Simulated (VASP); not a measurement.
V: density of states with PBE

V, a slab with vacuum:

```xyz
5
Lattice="4.2385 0.0000 0.0000 -2.1193 3.6707 0.0000 0.0000 0.0000 19.4608" Properties=species:S:1:pos:R:3 pbc="T T T"
V     3.1789    0.6118    8.0000
V    -1.0596    3.0589    8.8652
V     1.0596    1.8353    9.7304
V     3.1789    0.6118   10.5956
V    -1.0596    3.0589   11.4608
```

```json
{
  "Program": "VASP 6.6.1",
  "Task": "density of states",
  "Functional": "PBE",
  "Potentials or basis": "VASP PAW PBE potentials, release 64 (V_sv)",
  "Cutoff": "400 eV",
  "k mesh": "9 × 9 × 1",
  "Occupations": "fermi-dirac, width 0.05 eV",
  "Spin": "no spin polarisation",
  "Dipole correction": "yes",
  "k mesh for the DOS": "14 × 14 × 1",
  "Occupations for the DOS": "tetrahedron",
  "Further INCAR settings": "ALGO = Normal; EDIFF = 1e-06; NELMDL = -8"
}
```

The valence electrons inside the program's atomic spheres are V 11.44, 11.61, 11.51.

Levels at points of the mesh, in eV from the Fermi level:
| k point | band 30 | band 31 | band 32 | band 33 | band 34 | band 35 |
| --- | --- | --- | --- | --- | --- | --- |
| (0.00, 0.00, 0.00) | -0.74 | -0.42 | -0.42 | -0.19 | -0.10 | -0.10 |
| (0.50, 0.00, 0.00) | -0.55 | -0.51 | -0.40 | -0.27 | 0.24 | 0.46 |

It took 3.7 min on 1 thread of Intel(R) Xeon(R) 6975P-C (Granite Rapids), on a shared host, peak memory 0.34 GiB.
